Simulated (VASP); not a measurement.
# NbP (P4/nmm) in VASP: further runs

The runs below take NbP through single point, relaxation of cell and atoms, with PBE.

Everything below comes from runs of VASP 6.6.1. Logs are shortened: lines on timing, memory, paths and dates and some standing lists are left out, and cuts for length are marked.

## Step 1: The cell of the first run

The structure is tetragonal, space group P4/nmm (No. 129). Conventional cell: a = 3.404 Å, b = 3.404 Å, c = 5.679 Å, α = 90.00°, β = 90.00°, γ = 90.00°. Within 3.4 Å of Nb (site symmetry 4mm) lie 4 P at 2.55 Å and 4 Nb at 3.06 Å. P (site symmetry -4m2) has 4 P at 2.41 Å and 4 Nb at 2.55 Å within 3.2 Å.

## Step 2: Single point, PBE

INCAR

```
SYSTEM = NbP
PREC     = Accurate       ! precision mode
ENCUT    = 520            ! plane-wave cutoff, eV
EDIFF    = 1E-6           ! SCF threshold, eV
ISMEAR   = 0              ! smearing method
SIGMA    = 0.1            ! smearing width, eV
LREAL    = .False.        ! projectors in reciprocal space
LASPH    = .True.         ! aspherical terms in the spheres
NELM     = 60             ! most SCF steps
ALGO     = Normal         ! electronic algorithm
ISIF     = 2              ! what is computed and relaxed
LWAVE    = .False.        ! write WAVECAR
LCHARG   = .True.         ! write CHGCAR
GGA      = PE             ! functional
LELF     = .True.         ! ELF
LVHAR    = .True.       
NBANDS   = 26             ! bands
```

KPOINTS

```
Automatic mesh
0
Gamma
  6 6 4
  0 0 0
```

POSCAR

```
NbP
1.0
    3.4039538237      0.0000000000      0.0000000000
    0.0000000000      3.4039538237      0.0000000000
    0.0000000000      0.0000000000      5.6789804108
Nb P
2 2
Direct
    0.0000000000      0.5000000000      0.3342237552
    0.5000000000      0.0000000000      0.6657762448
    0.0000000000      0.0000000000      0.0000000000
    0.5000000000      0.5000000000      0.0000000000
```

Potentials or basis: VASP PAW PBE potentials, release 64 (Nb_sv, P).

Command:

```console
> cat potpaw_PBE.64/Nb_sv/POTCAR potpaw_PBE.64/P/POTCAR > POTCAR
> mpirun -np 1 vasp_std > vasp.out
```

OUTCAR:

```text
SYSTEM = NbP
   PREC = Accurate
   ENCUT = 520
   EDIFF = 1E-6
   ISMEAR = 0
   LREAL = .False.
   LASPH = .True.
   NELM = 60
   ISIF = 2
   GGA = PE

 ion  position               nearest neighbor table
   1  0.000  0.500  0.334-   3 2.55   4 2.55   3 2.55   4 2.55
   2  0.500  0.000  0.666-   3 2.55   4 2.55   4 2.55   3 2.55
   3  0.000  0.000  0.000-   4 2.41   4 2.41   4 2.41   4 2.41   2 2.55   2 2.55   1 2.55   1 2.55

   4  0.500  0.500  0.000-   3 2.41   3 2.41   3 2.41   3 2.41   2 2.55   1 2.55   1 2.55   2 2.55

  LATTYP: Found a simple tetragonal cell.
 ALAT       =     3.4039538237
 C/A-ratio  =     1.6683482517

  Lattice vectors:

 A1 = (   3.4039538237,   0.0000000000,   0.0000000000)
 A2 = (   0.0000000000,   3.4039538237,   0.0000000000)
 A3 = (   0.0000000000,   0.0000000000,   5.6789804108)

Analysis of symmetry for initial positions (statically):
=====================================================================
 Subroutine PRICEL returns:
 Original cell was already a primitive cell.

 Routine SETGRP: Setting up the symmetry group for a
 simple tetragonal supercell.

 Subroutine GETGRP returns: Found 16 space group operations
 (whereof  8 operations were pure point group operations)
 out of a pool of 16 trial point group operations.

The static configuration has the point symmetry D_2d.
 The point group associated with its full space group is D_4h.

Analysis of symmetry for dynamics (positions and initial velocities):
=====================================================================
 Subroutine PRICEL returns:
 Original cell was already a primitive cell.

 Routine SETGRP: Setting up the symmetry group for a
 simple tetragonal supercell.

 Subroutine GETGRP returns: Found 16 space group operations
 (whereof  8 operations were pure point group operations)
 out of a pool of 16 trial point group operations.

The dynamic configuration has the point symmetry D_2d.
 The point group associated with its full space group is D_4h.

 Subroutine INISYM returns: Found 16 space group operations
 (whereof  8 operations are pure point group operations),
 and found     1 'primitive' translations

----------------------------------------------------------------------------------------

                                     Primitive cell

  volume of cell :      65.8018

  direct lattice vectors                    reciprocal lattice vectors
     3.403953824  0.000000000  0.000000000     0.293776018  0.000000000  0.000000000
     0.000000000  3.403953824  0.000000000     0.000000000  0.293776018  0.000000000
     0.000000000  0.000000000  5.678980411     0.000000000  0.000000000  0.176087947

  length of vectors
[... 91 lines left out ...]
   NFREE  =      0    steps in history (QN), initial steepest desc. (CG)
   ISIF   =      2    stress and relaxation
   ISYM   =      2    0-nonsym 1-usesym 2-fastsym
   POTIM  = 0.5000    time-step for ionic-motion
   TEBEG  =    0.0;   TEEND  =   0.0 temperature during run
   PSTRESS=    0.0 pullay stress
   NELECT =      36.0000    total number of electrons
   NUPDOWN=      -1.0000    fix difference up-down
   EMIN   =  10.00;   EMAX   =-10.00  energy-range for DOS
   EFERMI =   0.00;   METHOD = LEGACY
   ISMEAR =     0;   SIGMA  =   0.10  broadening in eV -4-tet -1-fermi 0-gaus
   EFERMI_NEDOS =   21; number of points for ismear=-14 and -15
   IALGO  =     38    algorithm
   IMIX   =      4    mixing-type and parameters
     AMIX     =   0.40;   BMIX     =  1.00
     AMIX_MAG =   1.60;   BMIX_MAG =  1.00
  volume/ion in A,a.u.               =      16.45       111.01
  Fermi-wavevector in a.u.,A,eV,Ry     =   1.338946  2.530241 24.392208  1.792777
  Thomas-Fermi vector in A             =   2.467377
   LORBIT       =      0    0 simple, 1 ext, 2 COOP (PROOUT), +10 PAW based schemes
   GGA     = PE    functional components
   LHFCALC =     F    Hartree Fock is set to
   AEXX    =    0.0000 exact exchange contribution
   IVDW    =     0    specifies the selected vdW correction
   LEPSILON=     F    determine dielectric tensor
   LRPA    =     F    only Hartree local field effects (RPA)
 non-spin polarized calculation
 Gauss-broadening in eV      SIGMA  =   0.10
  energy-cutoff  :      520.00
  volume of cell :       65.80
 maximum number of plane-waves:      1792
 NGX is ok and might be reduce to    28

 number of electron      35.9999995 magnetization

 Free energy of the ion-electron system (eV)
  ---------------------------------------------------
  ext. energy  EPLUGINS =         0.00000000
  ---------------------------------------------------
  free energy    TOTEN  =       -32.42967407 eV

  energy without entropy =      -32.42776924  energy(sigma->0) =      -32.42872165

 E-fermi :  10.5180     XC(G=0): -11.8582

 val. band max:       10.3620881303   @ k =   0.0000   0.0000   0.2500
 cond. band min:      10.5758630040   @ k =   0.3333   0.0000   0.0000
 fundamental gap:      0.2137748737
 Fermi energy:        10.5179787365

 k-point     1 :       0.0000    0.0000    0.0000
  band No.  band energies     occupation
      1     -44.3727      2.00000
      2     -44.2799      2.00000
      3     -20.6402      2.00000
      4     -20.4205      2.00000
      5     -20.4205      2.00000
      6     -20.3033      2.00000
[... 685 lines left out ...]
     25      13.7269      0.00000
     26      13.7269      0.00000

 [... further k-points ...]

------------------------ aborting loop because EDIFF is reached ----------------------------------------

  FORCE on cell =-STRESS in cart. coord.  units (eV):
  Direction    XX          YY          ZZ          XY          YZ          ZX
  --------------------------------------------------------------------------------------
  -------------------------------------------------------------------------------------
  Total       -0.1858024     -0.1858024     -0.1466188      0.0000000      0.0000000      0.0000000
  in kB       -4.5240171     -4.5240171     -3.5699537      0.0000000      0.0000000      0.0000000
  external PRESSURE =      -4.2059960 kB  Pullay stress =       0.0000000 kB

 VOLUME and BASIS-vectors are now :
 -----------------------------------------------------------------------------
  energy-cutoff  :      520.00
  volume of cell :       65.80
      direct lattice vectors                 reciprocal lattice vectors
     3.403953824  0.000000000  0.000000000     0.293776018  0.000000000  0.000000000
     0.000000000  3.403953824  0.000000000     0.000000000  0.293776018  0.000000000
     0.000000000  0.000000000  5.678980411     0.000000000  0.000000000  0.176087947

 POSITION                                       TOTAL-FORCE (eV/Angst)
 -----------------------------------------------------------------------------------
      0.00000      1.70198      1.89805        -0.000000      0.000000     -0.020377
      1.70198      0.00000      3.78093        -0.000000      0.000000      0.020377
      0.00000      0.00000      0.00000         0.000000      0.000000      0.000000
      1.70198      1.70198      0.00000         0.000000     -0.000000      0.000000
 -----------------------------------------------------------------------------------
    total drift:                                0.000000      0.000000     -0.000000

  FREE ENERGIE OF THE ION-ELECTRON SYSTEM (eV)
  ---------------------------------------------------
  free  energy   TOTEN  =       -32.4296740700 eV

  energy  without entropy=      -32.4277692368  energy(sigma->0) =      -32.42872165
```

Run time: 50 s. Hardware: 1 thread of AMD EPYC 7R13 (Zen 3), shared host; peak memory 0.16 GiB.

Results:

```yaml
Free_energy: -32.4297 eV
Pressure: -0.4 GPa
Largest_force: 0.020 eV/Å
Band_gap_on_the_k_mesh: zero (band 18 reaches 11.18 eV, above the bottom of band 19 at 10.14 eV)
```

Forces in eV/Å, atoms in the order of the input:
```
Nb   0.000  0.000 -0.020
Nb   0.000  0.000  0.020
P    0.000  0.000  0.000
P    0.000  0.000  0.000
```

## Step 3: Relaxation of cell and atoms, PBE

This run uses another cell than the first one, of the same volume but with other edges.

INCAR

```
SYSTEM = NbP
  ALGO = Normal
  EDIFF = 1E-6
  EDIFFG = -0.04
  ENCUT = 600
  GGA = PE
  IBRION = 2
  ISIF = 3
  ISMEAR = 0
  LASPH = .TRUE.
  LCHARG = .FALSE.
  LREAL = .FALSE.
  LWAVE = .FALSE.
  NELM = 60
  NSW = 90
  PREC = Accurate
  SIGMA = 0.1
```

KPOINTS

```
k-points
0
G
  6 6 4
  0 0 0
```

POSCAR

```
NbP
1.0
    3.7345308958      0.0000000000      0.0000000000
    0.0000000000      3.7345308958      0.0000000000
    0.0000000000      0.0000000000      4.7189045287
Nb P
2 2
Direct
    0.0000000000      0.5000000000      0.2351000000
    0.5000000000      0.0000000000      0.7649000000
    0.0000000000      0.0000000000      0.0000000000
    0.5000000000      0.5000000000      0.0000000000
```

Potentials or basis: VASP PAW PBE potentials, release 64 (Nb_sv, P).

Command:

```console
> cat potpaw_PBE.64/Nb_sv/POTCAR potpaw_PBE.64/P/POTCAR > POTCAR
> mpirun -np 1 vasp_std > vasp.out
```

Run time: 37 min. Hardware: 1 thread of AMD EPYC 7R13 (Zen 3), shared host; peak memory 0.19 GiB.

The run converged. Its results:

```yaml
Free_energy: -32.4269 eV
Relaxed_volume: 16.41 Å³/atom
Relaxed_cell: a = 3.403 Å, b = 3.403 Å, c = 5.670 Å, α = 90.00°, β = 90.00°, γ = 90.00°
Space_group_after_relaxing_to_0.05_Å: P4/nmm (No. 129)
Energy_gained_by_relaxing: 1890.0 meV/atom
Ionic_steps: 26
Pressure_after_relaxing: -0.1 GPa
Largest_force_after_relaxing: 0.025 eV/Å
Band_gap_on_the_k_mesh: zero (band 18 reaches 11.21 eV, above the bottom of band 19 at 10.16 eV)
```

Forces in eV/Å, atoms in the order of the input:
```
Nb   0.000  0.000 -0.025
Nb   0.000  0.000  0.025
P    0.000  0.000  0.000
P    0.000  0.000  0.000
```

Stress tensor (GPa, compression positive):
```
-0.17  0.00  0.00
 0.00 -0.17  0.00
 0.00  0.00  0.09
```

Step by step:
| step | energy change (eV) | largest force (eV/Å) | pressure (GPa) | volume (Å³) |
| --- | --- | --- | --- | --- |
| 1 | 0.0000 | 11.1571 | 64.28 | 65.81 |
| 2 | 4.4511 | 1.9039 | -19.57 | 150.62 |
| 3 | -4.7691 | 0.2409 | -12.27 | 89.61 |
| 4 | -5.0123 | 0.6548 | -7.28 | 85.58 |
| 5 | -5.0635 | 1.4609 | -2.57 | 82.62 |
| 6 | -5.0641 | 1.3550 | -3.19 | 82.98 |
| 7 | -5.3464 | 1.6872 | -3.23 | 79.73 |
| 8 | -6.4474 | 1.7130 | -2.17 | 70.39 |
| 9 | -4.7805 | 4.2893 | 41.71 | 53.58 |
| 10 | -6.8512 | 0.8864 | 0.85 | 66.32 |
| 11 | -6.9318 | 0.5266 | 6.41 | 62.27 |
| 12 | -6.9555 | 0.0092 | 4.09 | 63.68 |
| 13 | -7.0199 | 1.5347 | 2.96 | 63.31 |
| 14 | -7.0312 | 1.1447 | 2.90 | 63.42 |
| 15 | -7.1442 | 1.1277 | 0.69 | 64.55 |
| 16 | -7.3595 | 1.1336 | -5.66 | 67.91 |
| 17 | -7.0312 | 0.0560 | -15.03 | 74.49 |
| 18 | -7.4080 | 0.7966 | -7.58 | 69.15 |
| 19 | -7.4791 | 0.4771 | -6.35 | 68.56 |
| 20 | -7.5294 | 0.0722 | -4.40 | 67.73 |
| 21 | -7.5324 | 0.2307 | -3.77 | 67.48 |
| 22 | -7.5503 | 0.2027 | -2.10 | 66.69 |
| 23 | -7.5582 | 0.1563 | -0.04 | 65.78 |
| 24 | -7.5582 | 0.1531 | 0.07 | 65.73 |
| 25 | -7.5594 | 0.0768 | 0.01 | 65.70 |
| 26 | -7.5600 | 0.0254 | -0.08 | 65.66 |

Final structure:
```
Nb P
1.0
     3.40304    0.00000    0.00000
     0.00000    3.40304    0.00000
     0.00000    0.00000    5.66975
Nb P
2 2
Direct
  0.00000 0.50000 0.33444
  0.50000 0.00000 0.66556
  0.00000 0.00000 0.00000
  0.50000 0.50000 0.00000
```

Levels at points of the mesh, in eV from the Fermi level:
```csv
k point,band 16,band 17,band 18,band 19,band 20,band 21
"(0.00, 0.00, 0.00)",-2.24,-0.39,0.67,0.67,1.11,1.50
"(0.50, 0.00, 0.00)",-1.82,-0.55,-0.55,-0.38,-0.38,2.52
"(0.50, 0.50, 0.00)",-1.37,-0.82,-0.82,2.02,2.02,2.81
"(0.00, 0.00, 0.50)",-0.94,-0.56,-0.56,0.26,1.33,1.99
"(0.50, 0.00, 0.50)",-2.43,-0.27,-0.27,1.20,1.20,1.84
"(0.50, 0.50, 0.50)",-2.58,-0.20,-0.20,2.81,2.81,3.32
```

## Step 4: Single point, PBE

INCAR

```
SYSTEM = NbP
PREC = Accurate
ENCUT = 520
EDIFF = 1E-6
ISMEAR = 0
SIGMA = 0.1
LREAL = .False.
LASPH = .True.
NELM = 100
ALGO = Normal
ISIF = 2
LWAVE = .False.
LCHARG = .False.
GGA = PE
NBANDS = 26
```

KPOINTS

```
regular mesh
0
Gamma
  14 14 8
  0 0 0
```

POSCAR

```
NbP
1.0
    3.4015995236      0.0000000000      0.0000000000
    0.0000000000      3.4015995236      0.0000000000
    0.0000000000      0.0000000000      5.6893520106
Nb P
2 2
Direct
    0.0000000000      0.5000000000      0.3342811024
    0.5000000000      0.0000000000      0.6657188976
    0.0000000000      0.0000000000      0.0000000000
    0.5000000000      0.5000000000      0.0000000000
```

Potentials or basis: VASP PAW PBE potentials, release 64 (Nb_sv, P).

Command:

```console
> cat potpaw_PBE.64/Nb_sv/POTCAR potpaw_PBE.64/P/POTCAR > POTCAR
> mpirun -np 1 vasp_std > vasp.out
```

OUTCAR:

```text
SYSTEM = NbP
   PREC = Accurate
   ENCUT = 520
   EDIFF = 1E-6
   ISMEAR = 0
   LREAL = .False.
   LASPH = .True.
   NELM = 100
   ISIF = 2
   GGA = PE

 ion  position               nearest neighbor table
   1  0.000  0.500  0.334-   3 2.55   4 2.55   3 2.55   4 2.55
   2  0.500  0.000  0.666-   3 2.55   4 2.55   4 2.55   3 2.55
   3  0.000  0.000  0.000-   4 2.41   4 2.41   4 2.41   4 2.41   2 2.55   2 2.55   1 2.55   1 2.55

   4  0.500  0.500  0.000-   3 2.41   3 2.41   3 2.41   3 2.41   2 2.55   1 2.55   1 2.55   2 2.55

  LATTYP: Found a simple tetragonal cell.
 ALAT       =     3.4015995236
 C/A-ratio  =     1.6725519777

  Lattice vectors:

 A1 = (   3.4015995236,   0.0000000000,   0.0000000000)
 A2 = (   0.0000000000,   3.4015995236,   0.0000000000)
 A3 = (   0.0000000000,   0.0000000000,   5.6893520106)

Analysis of symmetry for initial positions (statically):
=====================================================================
 Subroutine PRICEL returns:
 Original cell was already a primitive cell.

 Routine SETGRP: Setting up the symmetry group for a
 simple tetragonal supercell.

 Subroutine GETGRP returns: Found 16 space group operations
 (whereof  8 operations were pure point group operations)
 out of a pool of 16 trial point group operations.

[... 172 lines left out ...]
 cond. band min:      10.4337511510   @ k =   0.2143   0.0714   0.1250
 fundamental gap:      0.0169335282
 Fermi energy:        10.4200699505

 k-point     1 :       0.0000    0.0000    0.0000
  band No.  band energies     occupation
      1     -44.3822      2.00000
      2     -44.2897      2.00000
      3     -20.6505      2.00000
      4     -20.4269      2.00000
      5     -20.4269      2.00000
      6     -20.3135      2.00000
[... 685 lines left out ...]
     25      15.0261      0.00000
     26      15.6880      0.00000

 [... further k-points ...]

------------------------ aborting loop because EDIFF is reached ----------------------------------------

  FORCE on cell =-STRESS in cart. coord.  units (eV):
  Direction    XX          YY          ZZ          XY          YZ          ZX
  --------------------------------------------------------------------------------------
  -------------------------------------------------------------------------------------
  Total       -0.1824334     -0.1824334     -0.1739548      0.0000000      0.0000000      0.0000000
  in kB       -4.4400293     -4.4400293     -4.2336780      0.0000000      0.0000000      0.0000000
  external PRESSURE =      -4.3712455 kB  Pullay stress =       0.0000000 kB

 VOLUME and BASIS-vectors are now :
 -----------------------------------------------------------------------------
  energy-cutoff  :      520.00
  volume of cell :       65.83
      direct lattice vectors                 reciprocal lattice vectors
     3.401599524  0.000000000  0.000000000     0.293979345  0.000000000  0.000000000
     0.000000000  3.401599524  0.000000000     0.000000000  0.293979345  0.000000000
     0.000000000  0.000000000  5.689352011     0.000000000  0.000000000  0.175766941

 POSITION                                       TOTAL-FORCE (eV/Angst)
 -----------------------------------------------------------------------------------
      0.00000      1.70080      1.90184         0.000000     -0.000000     -0.014456
      1.70080      0.00000      3.78751         0.000000      0.000000      0.014456
      0.00000      0.00000      0.00000         0.000000      0.000000      0.000000
      1.70080      1.70080      0.00000         0.000000      0.000000      0.000000
 -----------------------------------------------------------------------------------
    total drift:                                0.000000      0.000000      0.000000

  FREE ENERGIE OF THE ION-ELECTRON SYSTEM (eV)
  ---------------------------------------------------
  free  energy   TOTEN  =       -32.4062249867 eV

  energy  without entropy=      -32.3997048394  energy(sigma->0) =      -32.40296491
```

Wall time 11 min (1 thread of AMD EPYC 7R13 (Zen 3), shared host); peak memory 0.33 GiB.

Results:

```
Free energy            : -32.4062 eV
Pressure               : -0.4 GPa
Largest force          : 0.014 eV/Å
Band gap on the k mesh : zero (band 18 reaches 11.19 eV, above the bottom of band 19 at 10.13 eV)
```

Forces in eV/Å, atoms in the order of the input:
```
Nb   0.000  0.000 -0.014
Nb   0.000  0.000  0.014
P    0.000  0.000  0.000
P    0.000  0.000  0.000
```

Levels at points of the mesh, in eV from the Fermi level:
| k point | band 15 | band 16 | band 17 | band 18 | band 19 | band 20 | band 21 | band 22 |
| --- | --- | --- | --- | --- | --- | --- | --- | --- |
| (0.00, 0.00, 0.00) | -2.19 | -2.16 | -0.31 | 0.77 | 0.77 | 1.21 | 1.58 | 1.58 |
| (0.50, 0.00, 0.00) | -1.73 | -1.73 | -0.47 | -0.47 | -0.27 | -0.27 | 2.60 | 2.60 |
| (0.50, 0.50, 0.00) | -1.29 | -1.29 | -0.73 | -0.73 | 2.07 | 2.07 | 2.90 | 2.90 |
| (0.00, 0.00, 0.50) | -2.57 | -0.87 | -0.47 | -0.47 | 0.32 | 1.44 | 2.04 | 2.56 |
| (0.50, 0.00, 0.50) | -2.34 | -2.34 | -0.20 | -0.20 | 1.29 | 1.29 | 1.93 | 1.93 |
| (0.50, 0.50, 0.50) | -2.49 | -2.49 | -0.10 | -0.10 | 2.91 | 2.91 | 3.40 | 3.40 |

(Continued in part 2 of 2.)
